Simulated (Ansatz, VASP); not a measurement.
**NbPdSe3: VASP beside Ansatz**

```
CELL_PARAMETERS angstrom
7.33986 0.00000 0.00000
-3.66993 6.35651 0.00000
0.00000 0.00000 4.78970
ATOMIC_POSITIONS crystal
Nb 0.00000 0.00000 0.00000
Pd 0.00000 0.00000 0.50000
Se 0.50000 0.00000 0.50000
Se 0.00000 0.50000 0.50000
Se 0.50000 0.50000 0.50000
```

Alike in both runs: task single point; functional PBE; k mesh 3 × 3 × 4; occupations gaussian, width 0.1 eV; collinear spin.

|  | VASP | Ansatz |
| --- | --- | --- |
| version | VASP 6.6.1 | Ansatz 0.2.0 |
| potentials or method | VASP PAW PBE potentials, release 64 (Nb_sv, Pd, Se), cutoff 520 eV | scalar-relativistic, plane waves, PAW |
| valence electrons in the cell | 41 | 79 |

```csv
,VASP,Ansatz,Ansatz less VASP
gap on the k mesh at the Fermi level (eV),none,none,-
pressure (GPa),-6.5,-5.4,+1.07
"traceless stress, the component that is largest in VASP (GPa)",5.15,6.31,+1.156
net moment per atom (μB),0.00,0.21,+0.210
size of the moment on the site where the two differ most (μB),0.00,1.61,+1.611
```

The net moments are unlike, so the other rows may belong to different states. Site moments also hang on the region over which each program counts them. A gap of «none» marks a metal or a gap that the smearing closes. VASP's potentials hold 41 valence electrons a cell and Ansatz's 79, so a difference there can come from the potentials and not from the codes.
